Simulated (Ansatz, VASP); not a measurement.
# One calculation of Cu, two programs

The input INCAR:

```
SYSTEM = Cu
ALGO = Fast
EDIFF = 1E-6
ENCUT = 520
GGA = PE
ISIF = 2
ISMEAR = 0
LASPH = .True.
LCHARG = .True.
LELF = .True.
LREAL = .False.
LVHAR = .True.
LWAVE = .False.
NBANDS = 12
NELM = 80
PREC = Accurate
SIGMA = 0.15
```

Contents of KPOINTS:

```
k-points
0
Gamma
  22 22 22
  0 0 0
```

File POSCAR:

```
Cu
1.0
    0.0000000000      1.7736997500      1.8075000000
    1.8413002500      0.0000000000      1.8075000000
    1.8413002500      1.7736997500      0.0000000000
Cu
1
Direct
    0.0000000000      0.0000000000      0.0000000000
```

Input for Ansatz:

```yaml
crystal:
  lattice:
    - [0.0, 1.77369975, 1.8075]
    - [1.84130025, 0.0, 1.8075]
    - [1.84130025, 1.77369975, 0.0]
  atoms:
    - { symbol: Cu, position: [0.0, 0.0, 0.0] }
basis:
  ecutwfc: 420
kpoints:
  mp_grid: { grid: [22, 22, 22] }
hamiltonian:
  xc: pbe
scf:
  occupations: { method: gaussian, width: 0.15 }
output:
  forces: true
  stress: true
  eigenvalues: true
```

Change from the starting cell: strain +0.0187 x Voigt [1, -1, 0, 0, 0, 0], atoms carried along.

Alike in both runs: task single point; functional PBE; k mesh 22 × 22 × 22; occupations gaussian, width 0.15 eV; no spin polarisation.

|  | VASP | Ansatz |
| --- | --- | --- |
| version | VASP 6.6.1 | Ansatz 0.2.0 |
| potentials or method | VASP PAW PBE potentials, release 64 (Cu), cutoff 520 eV | scalar-relativistic, plane waves, PAW |
| valence electrons in the cell | 11 | 19 |

```csv
,VASP,Ansatz,Ansatz less VASP
gap on the k mesh at the Fermi level (eV),none,none,-
pressure (GPa),2.3,1.9,-0.44
"traceless stress, the component that is largest in VASP (GPa)",-1.19,-1.19,-0.006
```

A gap of «none» marks a metal or a gap that the smearing closes. The functional is the same, so the differences come from potentials, cutoffs and numerics. VASP's potentials hold 11 valence electrons a cell and Ansatz's 19, so a difference there can come from the potentials and not from the codes.
